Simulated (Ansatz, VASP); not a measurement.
Ni: VASP beside Ansatz

```
Ni
1.0
     2.44956    0.00000    0.00000
    -1.22478    2.12138    0.00000
     0.00000    0.00000    8.02571
Ni
4
Direct
  0.00000 0.00000 0.00000
  0.00000 0.00000 0.50000
  0.33333 0.66667 0.25000
  0.66667 0.33333 0.75000
```

Alike in both runs: task single point; functional LDA; k mesh 17 × 17 × 5; occupations fermi-dirac, width 0.1 eV; no spin polarisation.

|  | VASP | Ansatz |
| --- | --- | --- |
| version | VASP 6.6.1 | Ansatz 0.2.0 |
| potentials or method | VASP PAW LDA potentials, release 64 (Ni), cutoff 520 eV | plane waves (420 eV) with PAW, scalar-relativistic |
| valence electrons in the cell | 40 | 72 |

Ansatz gave:

- pressure (GPa): -9.1

Problem. What did VASP give for the same quantities?

Solution. Pressure (GPa): -9.0.

Ansatz warns that its potentials were made for another functional, while VASP's fit it. LDA's correlation is that of Perdew and Zunger in VASP and of Perdew and Wang (1992) in Ansatz. VASP's potentials hold 40 valence electrons a cell and Ansatz's 72, so a difference there can come from the potentials and not from the codes.
